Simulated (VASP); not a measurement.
# AlAs (F-43m) in VASP: a series of runs

Runs on AlAs. Level: PBEsol. Tasks: single point.

Everything below comes from runs of VASP 6.6.1. Logs are shortened: lines on timing, memory, paths and dates and some standing lists are left out, and cuts for length are marked.

### Step 1. The cell of the first run

Symmetry: F-43m, No. 216, cubic system. The conventional cell has a = 5.674 Å, b = 5.674 Å, c = 5.674 Å, α = 90.00°, β = 90.00°, γ = 90.00°. Within 3.2 Å of Al (site symmetry -43m) lie 4 As at 2.46 Å. Within 3.2 Å of As (site symmetry -43m) lie 4 Al at 2.46 Å.

### Step 2. Single point, PBEsol

Contents of INCAR:

```
ALGO = Normal
EDIFF = 1E-6
ENCUT = 500
GGA = PS
GGA_COMPAT = False
ISIF = 2
ISMEAR = 0
LASPH = True
LCHARG = False
LREAL = False
LWAVE = False
NBANDS = 11
NELM = 120
PREC = Accurate
SIGMA = 0.02
```

Contents of KPOINTS:

```
k-points
0
Gamma
  8 8 8
```

Contents of POSCAR:

```
AlAs
1.0
    0.0000000000      2.8372296537      2.8372296537
    2.8372296537      0.0000000000      2.8372296537
    2.8372296537      2.8372296537      0.0000000000
Al As
1 1
Direct
    0.0000000000      0.0000000000      0.0000000000
    0.2500000000      0.2500000000      0.2500000000
```

Potentials or basis: VASP PAW PBE potentials, release 64 (Al, As).

Command:

```
$ cat potpaw_PBE.64/Al/POTCAR potpaw_PBE.64/As/POTCAR > POTCAR
$ mpirun -np 1 vasp_std > vasp.out
```

OUTCAR:

```text
EDIFF = 1E-6
   ENCUT = 500
   GGA = PS
   ISIF = 2
   ISMEAR = 0
   LASPH = True
   LREAL = False
   NELM = 120
   PREC = Accurate

 ion  position               nearest neighbor table
   1  0.000  0.000  0.000-   2 2.46   2 2.46   2 2.46   2 2.46
   2  0.250  0.250  0.250-   1 2.46   1 2.46   1 2.46   1 2.46

  LATTYP: Found a face centered cubic cell.
 ALAT       =     5.6744593074

  Lattice vectors:

 A1 = (   0.0000000000,   2.8372296537,   2.8372296537)
 A2 = (   2.8372296537,   0.0000000000,   2.8372296537)
 A3 = (   2.8372296537,   2.8372296537,   0.0000000000)

Analysis of symmetry for initial positions (statically):
=====================================================================
 Subroutine PRICEL returns:
 Original cell was already a primitive cell.

 Routine SETGRP: Setting up the symmetry group for a
 face centered cubic supercell.

 Subroutine GETGRP returns: Found 24 space group operations
 (whereof 24 operations were pure point group operations)
 out of a pool of 48 trial point group operations.

The static configuration has the point symmetry T_d .

Analysis of symmetry for dynamics (positions and initial velocities):
=====================================================================
 Subroutine PRICEL returns:
 Original cell was already a primitive cell.

 Routine SETGRP: Setting up the symmetry group for a
 face centered cubic supercell.

 Subroutine GETGRP returns: Found 24 space group operations
 (whereof 24 operations were pure point group operations)
 out of a pool of 48 trial point group operations.

The dynamic configuration has the point symmetry T_d .

 Subroutine INISYM returns: Found 24 space group operations
 (whereof 24 operations are pure point group operations),
 and found     1 'primitive' translations

----------------------------------------------------------------------------------------

                                     Primitive cell

  volume of cell :      45.6787

  direct lattice vectors                    reciprocal lattice vectors
     0.000000000  2.837229654  2.837229654    -0.176228244  0.176228244  0.176228244
     2.837229654  0.000000000  2.837229654     0.176228244 -0.176228244  0.176228244
     2.837229654  2.837229654  0.000000000     0.176228244  0.176228244 -0.176228244

  length of vectors
     4.012448656  4.012448656  4.012448656     0.305236273  0.305236273  0.305236273

  position of ions in fractional coordinates (direct lattice)
     0.000000000  0.000000000  0.000000000
     0.250000000  0.250000000  0.250000000

  ion indices of the primitive-cell ions
   primitive index   ion index
                 1           1
                 2           2

----------------------------------------------------------------------------------------

 KPOINTS: k-points

Automatic generation of k-mesh.
 Grid dimensions read from file:
 generate k-points for:    8    8    8

 Generating k-lattice:

  Cartesian coordinates                     Fractional coordinates (reciprocal lattice)
    -0.022028531  0.022028531  0.022028531     0.125000000  0.000000000  0.000000000
     0.022028531 -0.022028531  0.022028531     0.000000000  0.125000000  0.000000000
     0.022028531  0.022028531 -0.022028531     0.000000000  0.000000000  0.125000000

  Length of vectors
     0.038154534  0.038154534  0.038154534

  Shift w.r.t. Gamma in fractional coordinates (k-lattice)
     0.000000000  0.000000000  0.000000000

 Subroutine IBZKPT returns following result:
 ===========================================

 Found     29 irreducible k-points:

 Following reciprocal coordinates:
            Coordinates               Weight
  0.000000  0.000000  0.000000      1.000000
  0.125000  0.000000  0.000000      8.000000
  0.250000  0.000000  0.000000      8.000000
  0.375000  0.000000  0.000000      8.000000
  0.500000  0.000000  0.000000      4.000000
  0.125000  0.125000  0.000000      6.000000
[... 16 lines left out ...]
  0.500000  0.250000  0.125000     48.000000
 -0.375000  0.250000  0.125000     24.000000
 [... further k-points ...]
   k-points           NKPTS =     29   k-points in BZ     NKDIM =     29   number of bands    NBANDS=     11
   number of dos      NEDOS =    301   number of ions     NIONS =      2
   total plane-waves  NPLWV =  27000
   dimension x,y,z NGX =    30 NGY =   30 NGZ =   30
   dimension x,y,z NGXF=    60 NGYF=   60 NGZF=   60
   ions per type =               1   1
   NGX,Y,Z   is equivalent  to a cutoff of  12.43, 12.43, 12.43 a.u.
   NGXF,Y,Z  is equivalent  to a cutoff of  24.86, 24.86, 24.86 a.u.
 SYSTEM =  unknown system
   PREC   = accura    normal or accurate (medium, high low for compatibility)
   ISTART =      0    job   : 0-new  1-cont  2-samecut
   ICHARG =      2    charge: 1-file 2-atom 10-const
   ISPIN  =      1    spin polarized calculation?
   LNONCOLLINEAR =      F non collinear calculations
   LSORBIT =      F    spin-orbit coupling
   LASPH  =      T    aspherical Exc in radial PAW
   ENCUT  =  500.0 eV  36.75 Ry    6.06 a.u.   7.32  7.32  7.32*2*pi/ulx,y,z
   NELM   =    120;   NELMIN=  2; NELMDL= -5     # of ELM steps
   EDIFF  = 0.1E-05   stopping-criterion for ELM
   LREAL  =      F    real-space projection
   EDIFFG = 0.1E-04   stopping-criterion for IOM
   NSW    =      0    number of steps for IOM
   IBRION =     -1    ionic relax: 0-MD 1-quasi-New 2-CG
   NFREE  =      0    steps in history (QN), initial steepest desc. (CG)
   ISIF   =      2    stress and relaxation
   ISYM   =      2    0-nonsym 1-usesym 2-fastsym
   POTIM  = 0.5000    time-step for ionic-motion
   TEBEG  =    0.0;   TEEND  =   0.0 temperature during run
   PSTRESS=    0.0 pullay stress
   NELECT =       8.0000    total number of electrons
   NUPDOWN=      -1.0000    fix difference up-down
   EMIN   =  10.00;   EMAX   =-10.00  energy-range for DOS
   EFERMI =   0.00;   METHOD = LEGACY
   ISMEAR =     0;   SIGMA  =   0.02  broadening in eV -4-tet -1-fermi 0-gaus
   EFERMI_NEDOS =   21; number of points for ismear=-14 and -15
   IALGO  =     38    algorithm
   IMIX   =      4    mixing-type and parameters
     AMIX     =   0.40;   BMIX     =  1.00
     AMIX_MAG =   1.60;   BMIX_MAG =  1.00
  volume/ion in A,a.u.               =      22.84       154.13
  Fermi-wavevector in a.u.,A,eV,Ry     =   0.915940  1.730876 11.414553  0.838946
  Thomas-Fermi vector in A             =   2.040739
   LORBIT       =      0    0 simple, 1 ext, 2 COOP (PROOUT), +10 PAW based schemes
   GGA     = PS    functional components
   LHFCALC =     F    Hartree Fock is set to
   AEXX    =    0.0000 exact exchange contribution
   IVDW    =     0    specifies the selected vdW correction
   LEPSILON=     F    determine dielectric tensor
   LRPA    =     F    only Hartree local field effects (RPA)
 non-spin polarized calculation
 Gauss-broadening in eV      SIGMA  =   0.02
  energy-cutoff  :      500.00
  volume of cell :       45.68
 maximum number of plane-waves:      1211
 NGX is ok and might be reduce to    30
   NGX = 15   NGY = 15   NGZ = 15

 number of electron       8.0000000 magnetization

 Free energy of the ion-electron system (eV)
  ---------------------------------------------------
  ext. energy  EPLUGINS =         0.00000000
  ---------------------------------------------------
  free energy    TOTEN  =       -10.06467670 eV

  energy without entropy =      -10.06467670  energy(sigma->0) =      -10.06467670

 E-fermi :   3.8269     XC(G=0):  -9.1678

 val. band max:        3.7409424633   @ k =   0.0000   0.0000   0.0000
 cond. band min:       5.0723314038   @ k =   0.5000   0.5000   0.0000
 fundamental gap:      1.3313889406
 Fermi energy:         3.8268643253

 k-point     1 :       0.0000    0.0000    0.0000
  band No.  band energies     occupation
      1      -8.1056      2.00000
      2       3.7409      2.00000
      3       3.7409      2.00000
      4       3.7409      2.00000
      5       5.6644      0.00000
      6       7.9916      0.00000
      7       7.9916      0.00000
      8       7.9916      0.00000
      9      12.4122      0.00000
     10      12.7170      0.00000
     11      12.7170      0.00000

 k-point     2 :       0.1250    0.0000    0.0000
  band No.  band energies     occupation
      1      -7.9536      2.00000
      2       2.2978      2.00000
      3       3.5804      2.00000
      4       3.5804      2.00000
      5       6.4362      0.00000
      6       8.2722      0.00000
      7       8.2722      0.00000
      8       8.3702      0.00000
      9      12.0921      0.00000
     10      12.0921      0.00000
     11      13.1420      0.00000

 k-point     3 :       0.2500    0.0000    0.0000
  band No.  band energies     occupation
      1      -7.5317      2.00000
      2       0.3441      2.00000
      3       3.2640      2.00000
      4       3.2640      2.00000
      5       6.2692      0.00000
      6       8.6074      0.00000
      7       8.6074      0.00000
      8      10.0783      0.00000
      9      11.9814      0.00000
     10      11.9814      0.00000
     11      12.9490      0.00000

 k-point     4 :       0.3750    0.0000    0.0000
  band No.  band energies     occupation
      1      -6.9862      2.00000
      2      -1.1975      2.00000
      3       3.0118      2.00000
      4       3.0118      2.00000
      5       5.9250      0.00000
      6       8.4856      0.00000
      7       8.4856      0.00000
      8      11.2854      0.00000
      9      13.2766      0.00000
     10      13.2766      0.00000
     11      13.3123      0.00000
[... 239 lines left out ...]
 k-point    22 :       0.3750    0.2500    0.1250
  band No.  band energies     occupation
      1      -7.1790      2.00000
      2      -0.0296      2.00000
      3       1.7823      2.00000
      4       2.7652      2.00000
      5       7.2635      0.00000
      6       7.9391      0.00000
      7       8.9583      0.00000
      8      10.2088      0.00000
      9      11.8305      0.00000
     10      14.0829      0.00000
     11      15.6352      0.00000

 k-point    23 :       0.5000    0.2500    0.1250
  band No.  band energies     occupation
      1      -6.6884      2.00000
      2      -1.0371      2.00000
      3       1.1941      2.00000
      4       2.3820      2.00000
      5       7.3444      0.00000
      6       8.1202      0.00000
      7       9.4459      0.00000
      8      10.5374      0.00000
      9      12.9849      0.00000
     10      14.1884      0.00000
     11      15.7681      0.00000

 k-point    24 :      -0.3750    0.2500    0.1250
  band No.  band energies     occupation
      1      -6.4350      2.00000
      2      -1.5147      2.00000
      3       1.0424      2.00000
      4       2.1983      2.00000
      5       7.3355      0.00000
      6       7.8974      0.00000
      7      10.3556      0.00000
      8      11.2864      0.00000
      9      12.0084      0.00000
     10      14.6293      0.00000
     11      15.8938      0.00000

 [... further k-points ...]

------------------------ aborting loop because EDIFF is reached ----------------------------------------

  FORCE on cell =-STRESS in cart. coord.  units (eV):
  Direction    XX          YY          ZZ          XY          YZ          ZX
  --------------------------------------------------------------------------------------
  -------------------------------------------------------------------------------------
  Total        0.0793893      0.0793893      0.0793893      0.0000000      0.0000000     -0.0000000
  in kB        2.7845750      2.7845750      2.7845750      0.0000000      0.0000000     -0.0000000
  external PRESSURE =       2.7845750 kB  Pullay stress =       0.0000000 kB

 VOLUME and BASIS-vectors are now :
 -----------------------------------------------------------------------------
  energy-cutoff  :      500.00
  volume of cell :       45.68
      direct lattice vectors                 reciprocal lattice vectors
     0.000000000  2.837229654  2.837229654    -0.176228244  0.176228244  0.176228244
     2.837229654  0.000000000  2.837229654     0.176228244 -0.176228244  0.176228244
     2.837229654  2.837229654  0.000000000     0.176228244  0.176228244 -0.176228244

 POSITION                                       TOTAL-FORCE (eV/Angst)
 -----------------------------------------------------------------------------------
      0.00000      0.00000      0.00000         0.000000      0.000000      0.000000
      1.41861      1.41861      1.41861        -0.000000     -0.000000     -0.000000
 -----------------------------------------------------------------------------------
    total drift:                                0.000000      0.000000      0.000000

  FREE ENERGIE OF THE ION-ELECTRON SYSTEM (eV)
  ---------------------------------------------------
  free  energy   TOTEN  =       -10.0646766994 eV

  energy  without entropy=      -10.0646766994  energy(sigma->0) =      -10.06467670
```

It took 7.1 s on 1 thread of Intel Xeon 6975P-C (Granite Rapids), shared host; peak memory 0.17 GiB.

Results:

```
Free energy            : -10.0647 eV
Pressure               : 0.3 GPa
Band gap on the k mesh : 1.33 eV (least direct gap 1.92 eV)
```

Caveat: the PAW data sets were made with another functional, which shifts forces and pressure a little.

### Step 3. Single point, PBEsol

Contents of INCAR:

```
PREC = Accurate
ENCUT = 500
EDIFF = 1E-6
ISMEAR = 0
SIGMA = 0.01
LREAL = False
LASPH = True
NELM = 120
ALGO = Normal
ISIF = 2
LWAVE = False
LCHARG = True
GGA = PS
LELF = True
LVHAR = True
NBANDS = 11
GGA_COMPAT = False
```

Contents of KPOINTS:

```
regular mesh
0
Gamma
  8 8 8
```

POSCAR is that of step 2.

Potentials or basis: VASP PAW PBE potentials, release 64 (Al, As).

Command:

```
$ cat potpaw_PBE.64/Al/POTCAR potpaw_PBE.64/As/POTCAR > POTCAR
$ mpirun -np 1 vasp_std > vasp.out
```

It took 9.6 s on 1 thread of Intel Xeon 6975P-C (Granite Rapids), shared host; peak memory 0.17 GiB.

Results (log left out):

- Free energy: -10.0647 eV
- Pressure: 0.3 GPa
- Band gap on the k mesh: 1.33 eV (least direct gap 1.92 eV)

Levels at points of the mesh, in eV from the valence-band top:
```
           k point  band 1  band 2  band 3  band 4  band 5  band 6  band 7  band 8
(0.00, 0.00, 0.00)  -11.85    0.00    0.00    0.00    1.92    4.25    4.25    4.25
(0.50, 0.00, 0.00)  -10.44   -5.57   -0.82   -0.82    2.05    4.63    4.63    7.56
(0.50, 0.50, 0.00)   -9.89   -5.42   -2.17   -2.17    1.33    2.22   10.23   10.23
```

Caveat: the PAW data sets were made with another functional, which shifts forces and pressure a little.
